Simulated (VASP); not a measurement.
AgO, 2 atoms in the cell. The structure is tetragonal, space group P4/mmm (No. 123). The conventional cell has a = 3.050 Å, b = 3.050 Å, c = 3.702 Å, α = 90.00°, β = 90.00°, γ = 90.00°. Within 2.9 Å of Ag (site symmetry 4/mmm) lie 4 O at 2.16 Å. O (site symmetry 4/mmm) has 4 Ag at 2.16 Å within 2.9 Å. 

```yaml
Program: VASP 6.6.1
Task: single point
Functional: PBE
Potentials_or_basis: VASP PAW PBE potentials, release 64 (Ag, O)
Cutoff: 520 eV
k_mesh: 18 × 18 × 16
Occupations: gaussian, width 0.1 eV
Spin: no spin polarisation
Dipole_correction: no
Further_INCAR_settings: ALGO = Normal; EDIFF = 1e-06; NBANDS = 16
```

Potentials or basis: VASP PAW PBE potentials, release 64 (Ag, O).

Launch:

```sh
$ cat potpaw_PBE.64/Ag/POTCAR potpaw_PBE.64/O/POTCAR > POTCAR
$ mpirun -np 1 vasp_std > vasp.out
```

Hardware: 1 thread of Intel(R) Xeon(R) Platinum 8259CL CPU @ 2.50GHz (Skylake/Cascade Lake) (shared host).

How long does it take, and how much memory?

It took 120 s on 1 thread of Intel(R) Xeon(R) Platinum 8259CL CPU @ 2.50GHz (Skylake/Cascade Lake) (shared host), peak memory 0.36 GiB. Counts: scf iterations 13, k points 495.
